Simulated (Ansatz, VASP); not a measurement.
# Si4C in VASP and in Ansatz

Contents of POSCAR:

```
Si4C
1.0
   -3.9709595635      3.9709595635      2.5252765581
    3.9709595635     -3.9709595635      2.5252765581
    3.9709595635      3.9709595635     -2.5252765581
Si C
8 2
Direct
    0.2983167149      0.0266729345      0.9050076045
    0.6066908897      0.7016832851      0.7283562197
    0.6283346700      0.8566908897      0.4050076045
    0.1216653300      0.3933091103      0.0949923955
    0.1433091103      0.5483167149      0.7716437803
    0.9733270655      0.8783346700      0.2716437803
    0.4516832851      0.2233270655      0.5949923955
    0.7766729345      0.3716653300      0.2283562197
    0.0000000000      0.0000000000      0.0000000000
    0.7500000000      0.2500000000      0.5000000000
```

The input INCAR.step1:

```
  PREC = Accurate
  ENCUT = 520
  ISMEAR = 0
  SIGMA = 0.02
  LREAL = False
  LASPH = True
  NELM = 100
  NBANDS = 31
  GGA = PE
  ALGO = Normal
  EDIFF = 1E-4
  LWAVE = True
  LCHARG = False
```

The input INCAR.step2:

```
  PREC = Accurate
  ENCUT = 520
  EDIFF = 1E-6
  ISMEAR = 0
  SIGMA = 0.02
  LREAL = False
  LASPH = True
  NELM = 100
  ALGO = Normal
  ISIF = 2
  LWAVE = False
  LCHARG = False
  METAGGA = R2SCAN
  LMIXTAU = True
  NBANDS = 31
  ISTART = 1
```

File KPOINTS:

```
regular mesh
0
Gamma
  6 6 6
```

Input for Ansatz:

```yaml
crystal:
  lattice:
    - [-3.9709595635, 3.9709595635, 2.5252765581]
    - [3.9709595635, -3.9709595635, 2.5252765581]
    - [3.9709595635, 3.9709595635, -2.5252765581]
  atoms:
    - { symbol: Si, position: [0.2983167149, 0.0266729345, 0.9050076045] }
    - { symbol: Si, position: [0.6066908897, 0.7016832851, 0.7283562197] }
    - { symbol: Si, position: [0.62833467, 0.8566908897, 0.4050076045] }
    - { symbol: Si, position: [0.12166533, 0.3933091103, 0.0949923955] }
    - { symbol: Si, position: [0.1433091103, 0.5483167149, 0.7716437803] }
    - { symbol: Si, position: [0.9733270655, 0.87833467, 0.2716437803] }
    - { symbol: Si, position: [0.4516832851, 0.2233270655, 0.5949923955] }
    - { symbol: Si, position: [0.7766729345, 0.37166533, 0.2283562197] }
    - { symbol: C, position: [0.0, 0.0, 0.0] }
    - { symbol: C, position: [0.75, 0.25, 0.5] }
basis:
  ecutwfc: 500
kpoints:
  mp_grid: { grid: [6, 6, 6] }
  band_path:
    path:
      - [[0.0, 0.0, 0.0], [-0.5, 0.5, 0.0], [-0.5, 0.5, 0.5], [0.0, 0.0, 0.0], [-0.35110368, -0.35110368, 0.35110368]]
      - [[-0.64889632, 0.35110368, 0.64889632], [-0.5, 0.5, 0.5]]
      - [[-0.5, 0.5, 0.0], [-0.75, 0.25, 0.25], [-0.5, 0.0, 0.5], [0.0, 0.0, 0.0]]
    npoints: 14
hamiltonian:
  xc: r2scan
scf:
  occupations: { method: gaussian, width: 0.02 }
  n_extra_bands: 25
output:
  forces: true
  stress: true
  eigenvalues: true
  populations: true
  dos: { projected: true, de: 0.02, nscf_kmesh: { grid: [9, 9, 9] } }
  bader: true
  write_density: true
  write_potential: true
  elf: true
  volumetric_format: npy
```

Alike in both runs: task single point; functional r2SCAN; k mesh 6 × 6 × 6; occupations gaussian, width 0.02 eV; no spin polarisation.

```csv
,VASP,Ansatz
version,VASP 6.6.1,Ansatz 0.2.0
potentials or method,"VASP PAW PBE potentials, release 64 (Si, C), cutoff 520 eV","scalar-relativistic, plane waves, PAW"
valence electrons in the cell,40,40
```

```tsv
	VASP	Ansatz	Ansatz less VASP
gap on the k mesh at the Fermi level (eV)	1.06	1.05	-0.012
least direct gap on the mesh (eV)	1.76	1.75	-0.012
pressure (GPa)	-1.8	-1.6	+0.21
traceless stress, the component that is largest in VASP (GPa)	0.05	0.06	+0.009
rms of the force components (eV/Å)	0.034	0.027	-0.0074
```

VASP's potentials were made for PBE, not for r2SCAN. Atom by atom the forces differ by 0.009 eV/Å (rms over components).
